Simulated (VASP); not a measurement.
Input of a VASP 6.6.1 run:

INCAR

```
PREC     = Accurate       # precision mode
ENCUT    = 520            # plane-wave cutoff, eV
EDIFF    = 1E-6           # SCF threshold, eV
ISMEAR   = 0              # smearing method
SIGMA    = 0.05           # smearing width, eV
LREAL    = Auto         
LASPH    = True           # aspherical terms in the spheres
NELM     = 80             # most SCF steps
ALGO     = Normal         # electronic algorithm
ISIF     = 2              # what is computed and relaxed
LWAVE    = False          # write WAVECAR
LCHARG   = False          # write CHGCAR
GGA      = PE             # functional
NBANDS   = 80             # bands
NELECT   = 128.0
```

Contents of KPOINTS:

```
Automatic mesh
0
Gamma
  4 4 4
```

POSCAR

```
Li4Nb4O11
1.0
    5.2231019317      0.0000000000      0.0000000000
    0.0000000000      3.0155593063     -4.5984613597
    0.0000000000      6.0311186126      4.5984613597
Li Nb O
4 4 11
Direct
    0.0000000000      0.5000000000      0.2500000000
    0.5000000000      0.0000000000      0.7500000000
    0.0000000000      0.5000000000      0.7500000000
    0.5000000000      0.0000000000      0.2500000000
    0.5000000000      0.5000000000      0.5000000000
    0.0000000000      0.0000000000      0.0000000000
    0.0000000000      0.0000000000      0.5000000000
    0.5000000000      0.5000000000      0.0000000000
    0.8803293659      0.0000000000      0.2500000000
    0.3803293659      0.5000000000      0.7500000000
    0.8098353170      0.6901646830      0.9401646830
    0.8098353170      0.3098353170      0.5598353170
    0.3098353170      0.8098353170      0.0598353170
    0.1196706341      0.0000000000      0.7500000000
    0.6196706341      0.5000000000      0.2500000000
    0.6901646830      0.8098353170      0.5598353170
    0.1901646830      0.3098353170      0.0598353170
    0.1574932757      0.6972192216      0.4401646830
    0.6901646830      0.1901646830      0.9401646830
```

Potentials or basis: VASP PAW PBE potentials, release 64 (Li_sv, Nb_sv, O).

Launch:

```sh
$ cat potpaw_PBE.64/Li_sv/POTCAR potpaw_PBE.64/Nb_sv/POTCAR potpaw_PBE.64/O/POTCAR > POTCAR
$ mpirun -np 1 vasp_std > vasp.out
```

(1) Predict the largest force.

Results:

(1) 5.084 eV/Å.

Caveat: the cell carries a net charge on a neutralising background, which shifts energy and pressure; the cell differs from its parent crystal (atoms taken out, atom 18 moved 0.000 of the way to it and -0.175 Å across, host rigid).
